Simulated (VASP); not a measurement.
## MoS2: single point with PBEsol

The system is MoS2.

```
CELL_PARAMETERS angstrom
1.57156 0.90734 6.28329
-1.57156 0.90734 6.28329
0.00000 -1.81468 6.28329
ATOMIC_POSITIONS crystal
Mo 0.00000 0.00000 0.00000
S 0.74931 0.74931 0.74931
S 0.58399 0.58399 0.58399
```

```
Program             : VASP 6.6.1
Task                : single point
Functional          : PBEsol
Potentials or basis : VASP PAW PBE potentials, release 64 (Mo_sv, S)
Cutoff              : 520 eV
k mesh              : 12 × 12 × 12
Occupations         : gaussian, width 0.02 eV
Spin                : no spin polarisation
```

| Item | Value |
| --- | --- |
| Pressure | 0.0 GPa |
| Band gap on the k mesh | 1.02 eV (least direct gap 1.80 eV) |

Levels at points of the mesh, in eV from the valence-band top:
```tsv
k point	band 9	band 10	band 11	band 12	band 13	band 14	band 15	band 16	band 17	band 18
(0.00, 0.00, 0.00)	-3.22	-2.08	-2.08	-1.32	-1.15	2.24	2.24	2.60	2.60	5.66
(0.50, 0.00, 0.00)	-4.92	-3.84	-2.31	-1.43	-1.37	1.81	2.21	3.58	3.68	5.34
(0.50, 0.50, 0.00)	-4.66	-3.78	-2.82	-1.58	-1.20	1.78	2.34	3.14	4.04	6.05
(0.50, 0.50, 0.50)	-3.23	-3.23	-2.06	-2.06	0.00	2.31	2.31	2.50	2.50	5.79
```

It took 7.6 min on 1 thread of Intel(R) Xeon(R) 6975P-C (Granite Rapids) (shared host), peak memory 0.46 GiB.

Caveat: the PAW data sets were made with another functional, which shifts forces and pressure a little. A k mesh can miss the band edges.
